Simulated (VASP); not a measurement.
# La2Fe2S2O3 (I4/mmm) in VASP: further runs

La2Fe2S2O3 is run at these levels: PBE+U; tasks: single point.

Program: VASP 6.6.1. These are calculated values, not measurements. Logs are shortened: lines on timing, memory, paths and dates and some standing lists are left out, and cuts for length are marked.

### 1 The cell of the first run

It takes space group I4/mmm (No. 139, tetragonal). Conventional cell: a = 4.095 Å, b = 4.095 Å, c = 18.098 Å, α = 90.00°, β = 90.00°, γ = 90.00°. Within 3.1 Å of La (site symmetry 4mm) lie 4 O at 2.38 Å. Fe (site symmetry mmm) has 2 O at 2.05 Å and 4 S at 2.67 Å within 2.7 Å. Fe (site symmetry mmm) has 2 O at 2.05 Å and 4 S at 2.67 Å within 2.7 Å. S (site symmetry 4mm) has 4 Fe at 2.67 Å and 4 La at 3.30 Å and 8 O at 3.36 to 3.48 Å and 1 S at 3.42 Å within 3.5 Å. Within 3.1 Å of O (site symmetry -4m2) lie 4 La at 2.38 Å and 4 O at 2.90 Å. Within 2.7 Å of O (site symmetry 4/mmm) lie 4 Fe at 2.05 Å.

### 2 Single point, PBE+U, collinear spin, antiferromagnetic start

INCAR reads:

```
PREC = Accurate
ENCUT = 520
EDIFF = 1E-6
ISMEAR = 0
SIGMA = 0.05
LREAL = Auto
LASPH = T
NELM = 150
ALGO = Normal
ISIF = 2
LWAVE = F
LCHARG = T
ISPIN = 2
MAGMOM = 0 0 0 0 4 4 -4 -4 0 0 0 0 0 0 0 0 0 0
LORBIT = 11
LMAXMIX = 6
LDAU = T
LDAUTYPE = 2
LDAUL = -1 2 -1 -1
LDAUU = 0 4 0 0
LDAUJ = 0 0 0 0
LDAUPRINT = 1
GGA = PE
LVHAR = T
NBANDS = 87
KPAR = 4
```

KPOINTS reads:

```
Automatic mesh
0
Gamma
  4 4 2
```

POSCAR reads:

```
La2Fe2S2O3
1.0
    2.0473715523      2.0473715523     -9.0488405705
    2.0473715523     -2.0473715523     -9.0488405705
   -8.1894862092      0.0000000000      0.0000000000
La Fe S O
4 4 4 6
Direct
   -0.1825158412     -0.1825158412     -0.0912579206
   -0.8174841588     -0.8174841588     -0.4087420794
   -0.1825158412     -0.1825158412      0.4087420794
   -0.8174841588     -0.8174841588      0.0912579206
    0.5000000000     -0.5000000000      0.0000000000
    0.0000000000      0.0000000000     -0.2500000000
    0.5000000000     -0.5000000000      0.5000000000
    0.0000000000      0.0000000000      0.2500000000
   -0.4055041953     -0.4055041953     -0.2027520976
   -0.5944958047     -0.5944958047     -0.2972479023
   -0.4055041953     -0.4055041953      0.2972479024
   -0.5944958047     -0.5944958047      0.2027520977
    0.2500000000     -0.7500000000     -0.1250000000
   -0.2500000000     -0.2500000000     -0.3750000000
    0.0000000000      0.0000000000      0.0000000000
    0.2500000000     -0.7500000000      0.3750000000
   -0.2500000000     -0.2500000000      0.1250000000
    0.0000000000      0.0000000000      0.5000000000
```

Potentials or basis: VASP PAW PBE potentials, release 64 (La, Fe, S, O).

Launch:

```sh
$ cat potpaw_PBE.64/La/POTCAR potpaw_PBE.64/Fe/POTCAR potpaw_PBE.64/S/POTCAR potpaw_PBE.64/O/POTCAR > POTCAR
$ mpirun -np 4 vasp_std > vasp.out
```

OUTCAR:

```text
PREC = Accurate
   ENCUT = 520
   EDIFF = 1E-6
   ISMEAR = 0
   LREAL = Auto
   LASPH = T
   NELM = 150
   ISIF = 2
   ISPIN = 2
   LORBIT = 11
   GGA = PE

 ion  position               nearest neighbor table
   1  0.817  0.817  0.909-  14 2.38  17 2.38  13 2.38  13 2.38
   2  0.183  0.183  0.591-  14 2.38  14 2.38  13 2.38  16 2.38
   3  0.817  0.817  0.409-  14 2.38  17 2.38  16 2.38  16 2.38
   4  0.183  0.183  0.091-  17 2.38  17 2.38  13 2.38  16 2.38
   5  0.500  0.500  0.000-  15 2.05  15 2.05   9 2.67  10 2.67  11 2.67  12 2.67   6 2.90   6 2.90
                             8 2.90   8 2.90
   6  0.000  0.000  0.750-  15 2.05  18 2.05   9 2.67   9 2.67  10 2.67  10 2.67   5 2.90   5 2.90
                             7 2.90   7 2.90
   7  0.500  0.500  0.500-  18 2.05  18 2.05  11 2.67  12 2.67   9 2.67  10 2.67   6 2.90   6 2.90
                             8 2.90   8 2.90
   8  0.000  0.000  0.250-  15 2.05  18 2.05  11 2.67  11 2.67  12 2.67  12 2.67   5 2.90   5 2.90
                             7 2.90   7 2.90
   9  0.594  0.594  0.797-   5 2.67   6 2.67   6 2.67   7 2.67
  10  0.406  0.406  0.703-   5 2.67   6 2.67   6 2.67   7 2.67
  11  0.594  0.594  0.297-   7 2.67   8 2.67   8 2.67   5 2.67
  12  0.406  0.406  0.203-   7 2.67   8 2.67   8 2.67   5 2.67
  13  0.250  0.250  0.875-   1 2.38   1 2.38   2 2.38   4 2.38
  14  0.750  0.750  0.625-   1 2.38   3 2.38   2 2.38   2 2.38
  15  0.000  0.000  0.000-   6 2.05   8 2.05   5 2.05   5 2.05
  16  0.250  0.250  0.375-   3 2.38   3 2.38   2 2.38   4 2.38
  17  0.750  0.750  0.125-   1 2.38   3 2.38   4 2.38   4 2.38
  18  0.000  0.000  0.500-   6 2.05   8 2.05   7 2.05   7 2.05

  LATTYP: Found a base centered monoclinic cell.
 ALAT       =    18.5551336232
 B/A-ratio  =     0.2206797961
 C/A-ratio  =     0.4413595922
 COS(beta)  =    -0.2206797961

  Lattice vectors:

 A1 = (   2.0473715523,   2.0473715523,  -9.0488405705)
 A2 = (   2.0473715523,  -2.0473715523,  -9.0488405705)
 A3 = (  -8.1894862092,   0.0000000000,   0.0000000000)

Analysis of symmetry for initial positions (statically):
=====================================================================
 Subroutine PRICEL returns following result:

  LATTYP: Found a body centered tetragonal cell.
 ALAT       =     4.0947431046
 C/A-ratio  =     4.4197354214
[... 12 lines left out ...]
 Subroutine GETGRP returns: Found  4 space group operations
 (whereof  4 operations were pure point group operations)
 out of a pool of  4 trial point group operations.

The static configuration has the point symmetry C_2h.

Analysis of symmetry for dynamics (positions and initial velocities):
=====================================================================
 Subroutine PRICEL returns following result:

  LATTYP: Found a body centered tetragonal cell.
 ALAT       =     4.0947431046
 C/A-ratio  =     4.4197354214
[... 12 lines left out ...]
 Subroutine GETGRP returns: Found  4 space group operations
 (whereof  4 operations were pure point group operations)
 out of a pool of  4 trial point group operations.

The dynamic configuration has the point symmetry C_2h.

Analysis of structural, dynamic, and magnetic symmetry:
=====================================================================
 Subroutine PRICEL returns following result:

  LATTYP: Found a body centered tetragonal cell.
 ALAT       =     4.0947431046
 C/A-ratio  =     4.4197354214
[... 12 lines left out ...]
 Subroutine GETGRP returns: Found  2 space group operations
 (whereof  2 operations were pure point group operations)
 out of a pool of  4 trial point group operations.

The overall configuration has the point symmetry C_1h.

 Subroutine INISYM returns: Found  2 space group operations
 (whereof  2 operations are pure point group operations),
 and found     2 'primitive' translations

----------------------------------------------------------------------------------------
[... 142 lines left out ...]
   U (eV)           for each species LDAUU =   0.0  4.0  0.0  0.0
   J (eV)           for each species LDAUJ =   0.0  0.0  0.0  0.0
   GGA     = PE    functional components
   LHFCALC =     F    Hartree Fock is set to
   AEXX    =    0.0000 exact exchange contribution
   IVDW    =     0    specifies the selected vdW correction
   LEPSILON=     F    determine dielectric tensor
   LRPA    =     F    only Hartree local field effects (RPA)
 spin polarized calculation
 Gauss-broadening in eV      SIGMA  =   0.05
  energy-cutoff  :      520.00
  volume of cell :      303.44
 maximum number of plane-waves:      8199
 NGX is ok and might be reduce to    72
   NGX = 35   NGY = 35   NGZ = 31

 number of electron     136.0000032 magnetization       0.0000000

atom =   5  type =  2  l = 2

 onsite density matrix

spin component  1
[... 116 lines left out ...]
  o =  0.0390  v =  0.0000 -0.0000 -0.0004 -1.0000 -0.0001  0.0000  0.0000  0.0000  0.0000  0.0000      0.0000  0.0000  0.0000  0.0000  0.0000  0.0000  0.0000  0.0000  0.0000  0.0000
  o =  0.0444  v =  1.0000 -0.0002  0.0000  0.0000 -0.0000  0.0000  0.0000  0.0000  0.0000  0.0000      0.0000  0.0000  0.0000  0.0000  0.0000  0.0000  0.0000  0.0000  0.0000  0.0000
  o =  0.0851  v = -0.0002 -1.0000 -0.0000  0.0000  0.0000  0.0000  0.0000  0.0000  0.0000  0.0000      0.0000  0.0000  0.0000  0.0000  0.0000  0.0000  0.0000  0.0000  0.0000  0.0000
  o =  0.1741  v =  0.0000  0.0000 -0.4621  0.0001  0.8869  0.0000  0.0000  0.0000  0.0000  0.0000      0.0000  0.0000  0.0000  0.0000  0.0000  0.0000  0.0000  0.0000  0.0000  0.0000
  o =  0.9126  v = -0.0000  0.0000  0.8869 -0.0004  0.4621  0.0000  0.0000  0.0000  0.0000  0.0000      0.0000  0.0000  0.0000  0.0000  0.0000  0.0000  0.0000  0.0000  0.0000  0.0000
  o =  0.9443  v =  0.0000  0.0000  0.0000  0.0000  0.0000 -0.0000  0.0000  0.8868  0.0003  0.4622      0.0000  0.0000  0.0000  0.0000  0.0000  0.0000  0.0000  0.0000  0.0000  0.0000
  o =  0.9619  v =  0.0000  0.0000  0.0000  0.0000  0.0000  1.0000 -0.0007  0.0000  0.0000  0.0000      0.0000  0.0000  0.0000  0.0000  0.0000  0.0000  0.0000  0.0000  0.0000  0.0000
  o =  0.9658  v =  0.0000  0.0000  0.0000  0.0000  0.0000 -0.0000  0.0000 -0.0002  1.0000 -0.0003      0.0000  0.0000  0.0000  0.0000  0.0000  0.0000  0.0000  0.0000  0.0000  0.0000
  o =  0.9778  v =  0.0000  0.0000  0.0000  0.0000  0.0000 -0.0007 -1.0000  0.0000  0.0000 -0.0000      0.0000  0.0000  0.0000  0.0000  0.0000  0.0000  0.0000  0.0000  0.0000  0.0000
  o =  1.0068  v =  0.0000  0.0000  0.0000  0.0000  0.0000  0.0000  0.0000  0.4622 -0.0001 -0.8868      0.0000  0.0000  0.0000  0.0000  0.0000  0.0000  0.0000  0.0000  0.0000  0.0000

 number of electron     136.0000032 magnetization      -0.0000000

 Free energy of the ion-electron system (eV)
  ---------------------------------------------------
  ext. energy  EPLUGINS =         0.00000000
  ---------------------------------------------------
  free energy    TOTEN  =      -129.30186817 eV

  energy without entropy =     -129.30186817  energy(sigma->0) =     -129.30186817

 E-fermi :   5.8848     XC(G=0): -10.5065

 val. band max:        5.6500131205   @ k =   0.5000   0.0000   0.0000
 cond. band min:       7.7158760704   @ k =   0.5000   0.5000   0.5000
 fundamental gap:      2.0658629499
 Fermi energy:         5.8848020305

 spin component 1

 k-point     1 :       0.0000    0.0000    0.0000
  band No.  band energies     occupation
      1     -25.2892      1.00000
      2     -25.1476      1.00000
      3     -25.1475      1.00000
      4     -25.0903      1.00000
      5     -12.6186      1.00000
      6     -12.3045      1.00000
[... 1151 lines left out ...]
     79       9.4128      0.00000
     80       9.4825      0.00000
 Fermi energy:         5.8848020305

 spin component 2

 k-point     1 :       0.0000    0.0000    0.0000
  band No.  band energies     occupation
      1     -25.2892      1.00000
      2     -25.1476      1.00000
      3     -25.1475      1.00000
      4     -25.0903      1.00000
      5     -12.6186      1.00000
      6     -12.3045      1.00000
[... 1151 lines left out ...]
     79       9.4128      0.00000
     80       9.4825      0.00000
 [bands above 80 left out]

------------------------ aborting loop because EDIFF is reached ----------------------------------------

  FORCE on cell =-STRESS in cart. coord.  units (eV):
  Direction    XX          YY          ZZ          XY          YZ          ZX
  --------------------------------------------------------------------------------------
  -------------------------------------------------------------------------------------
  Total       -2.9594375     -2.6889196     -1.0992062      0.0000000      0.0000000      0.0029870
  in kB      -15.6258444    -14.1975088     -5.8038144      0.0000000      0.0000000      0.0157713
  external PRESSURE =     -11.8757225 kB  Pullay stress =       0.0000000 kB

 VOLUME and BASIS-vectors are now :
 -----------------------------------------------------------------------------
  energy-cutoff  :      520.00
  volume of cell :      303.44
      direct lattice vectors                 reciprocal lattice vectors
     2.047371552  2.047371552 -9.048840570     0.000000000  0.244215565 -0.055255698
     2.047371552 -2.047371552 -9.048840570     0.000000000 -0.244215565 -0.055255698
    -8.189486209  0.000000000  0.000000000    -0.122107782  0.000000000 -0.027627849

 POSITION                                       TOTAL-FORCE (eV/Angst)
 -----------------------------------------------------------------------------------
     -4.09474      0.00000    -14.79457         0.000726      0.000000     -0.006190
     -4.09474      0.00000     -3.30311         0.000895      0.000000      0.006227
      0.00000      0.00000    -14.79457         0.000726      0.000000     -0.006190
      0.00000      0.00000     -3.30311         0.000895      0.000000      0.006227
      2.04737      0.00000     -9.04884        -0.099042      0.000000     -0.000009
     -6.14211      0.00000      0.00000         0.243727      0.000000     -0.000009
[... 10 lines left out ...]
      2.04737      0.00000    -13.57326         0.000270      0.000000      0.000453
     -4.09474      0.00000      0.00000        -0.082345      0.000000     -0.000036
 -----------------------------------------------------------------------------------
    total drift:                                0.000022     -0.000000      0.000168

  FREE ENERGIE OF THE ION-ELECTRON SYSTEM (eV)
  ---------------------------------------------------
  free  energy   TOTEN  =      -129.3018681659 eV

  energy  without entropy=     -129.3018681659  energy(sigma->0) =     -129.30186817

 total charge

# of ion       s       p       d       f       tot
--------------------------------------------------
    1        2.015   5.679   0.622   0.230   8.547
    2        2.015   5.679   0.622   0.230   8.547
    3        2.015   5.679   0.622   0.230   8.547
    4        2.015   5.679   0.622   0.230   8.547
    5        0.306   0.351   6.081   0.000   6.738
    6        0.303   0.350   6.090   0.000   6.743
[... 10 lines left out ...]
   17        1.568   3.462   0.000   0.000   5.030
   18        1.557   3.462   0.000   0.000   5.019
--------------------------------------------------
tot         23.960  54.528  26.832   0.921 106.241

 magnetization (x)

# of ion       s       p       d       f       tot
--------------------------------------------------
    1       -0.000  -0.001  -0.004  -0.002  -0.007
    2        0.000   0.001   0.004   0.002   0.008
    3        0.000   0.001   0.004   0.002   0.007
    4       -0.000  -0.001  -0.004  -0.002  -0.008
    5        0.031   0.023   3.615   0.000   3.670
    6        0.021   0.016   3.597   0.000   3.634
[... 10 lines left out ...]
   17       -0.000  -0.002   0.000   0.000  -0.003
   18       -0.008  -0.076   0.000   0.000  -0.084
--------------------------------------------------
tot          0.000   0.000   0.000   0.000   0.000
```

Run time: 37 min. Hardware: 4 MPI ranks of Intel Xeon Platinum 8488C (Sapphire Rapids), shared host; peak memory 1.3 GiB.

Results:

```
Free energy                                           : -129.3019 eV
Pressure                                              : -1.2 GPa
Largest force                                         : 0.244 eV/Å
Band gap on the k mesh                                : 2.07 eV
Net moment                                            : 0.00 μB per cell
Site moments                                          : La -0.01, +0.01 (each value once); Fe +3.67, +3.63, -3.67, -3.63; S +0.04, -0.04 (each value once); O -0.00, +0.00, +0.08, -0.08 (each value once) μB
Valence electrons inside the program's atomic spheres : La 8.55; Fe 6.74; S 3.73; O 5.03, 5.02 (each value once)
```

Forces on the atoms (eV/Å):
```
La   0.001  0.000 -0.006
La   0.001  0.000  0.006
La   0.001  0.000 -0.006
La   0.001  0.000  0.006
Fe  -0.099  0.000  0.000
Fe   0.244  0.000  0.000
Fe  -0.099  0.000  0.000
Fe   0.244  0.000  0.000
S   -0.032  0.000  0.084
S   -0.032  0.000 -0.084
S   -0.032  0.000  0.084
S   -0.032  0.000 -0.084
O    0.000  0.000  0.000
O    0.000  0.000  0.000
O   -0.082  0.000  0.000
O    0.000  0.000  0.000
O    0.000  0.000  0.000
O   -0.082  0.000  0.000
```

Stress tensor (GPa, compression positive):
```
-1.56  0.00  0.00
 0.00 -1.42  0.00
 0.00  0.00 -0.58
```

Eigenvalues of the final occupation matrices:
```
    site  spin  trace               eigenvalues
site 5 d     1   4.86  0.94 0.96 0.97 0.98 1.01
site 5 d     2   1.24  0.04 0.04 0.09 0.16 0.92
site 6 d     1   4.86  0.94 0.96 0.97 0.98 1.01
site 6 d     2   1.26  0.04 0.04 0.09 0.17 0.91
site 7 d     1   1.24  0.04 0.04 0.09 0.16 0.92
site 7 d     2   4.86  0.94 0.96 0.97 0.98 1.01
site 8 d     1   1.26  0.04 0.04 0.09 0.17 0.91
site 8 d     2   4.86  0.94 0.96 0.97 0.98 1.01
```

Caveat: spin-orbit coupling is left out, which moves the levels of the heavy elements. A k mesh can miss the band edges.

(Part 1 of 2 ends here.)
